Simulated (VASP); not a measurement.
Input of a VASP 6.6.1 run:

The input INCAR:

```
SYSTEM = TiAl
PREC = Accurate ; ENCUT = 520
EDIFF = 1E-6 ; ISMEAR = 0
SIGMA = 0.15 ; LREAL = .False.
LASPH = .True. ; NELM = 60
ALGO = Normal ; ISIF = 2
LWAVE = .False. ; LCHARG = .False.
GGA = PS ; NBANDS = 14
```

KPOINTS

```
Automatic mesh
0
Gamma
  18 18 10
  0 0 0
```

File POSCAR:

```
TiAl
1.0
    2.9330000000      0.0000000000      0.0000000000
   -1.4665000000      2.5400525093      0.0000000000
    0.0000000000      0.0000000000      4.9887000000
Ti Al
1 1
Direct
    0.0000000000      0.0000000000      0.0000000000
    0.3333333333      0.6666666667      0.5000000000
```

Potentials or basis: VASP PAW PBE potentials, release 64 (Ti_sv, Al).

The run is started by

```console
$ cat potpaw_PBE.64/Ti_sv/POTCAR potpaw_PBE.64/Al/POTCAR > POTCAR
$ mpirun -np 1 vasp_std > vasp.out
```

Question: What does it give for the band gap on the k mesh?

Answer: Zero (an odd number of electrons rules out a gap without spin polarisation).

Question: Estimate the pressure.

Answer: -11.8 GPa.

Stress tensor (GPa, compression positive):
```
 -9.51   0.00   0.00
  0.00  -9.51   0.00
  0.00   0.00 -16.39
```

Caveat: the stress differs along the axes, from -16 to -10 GPa; the PAW data sets were made with another functional, which shifts forces and pressure a little.
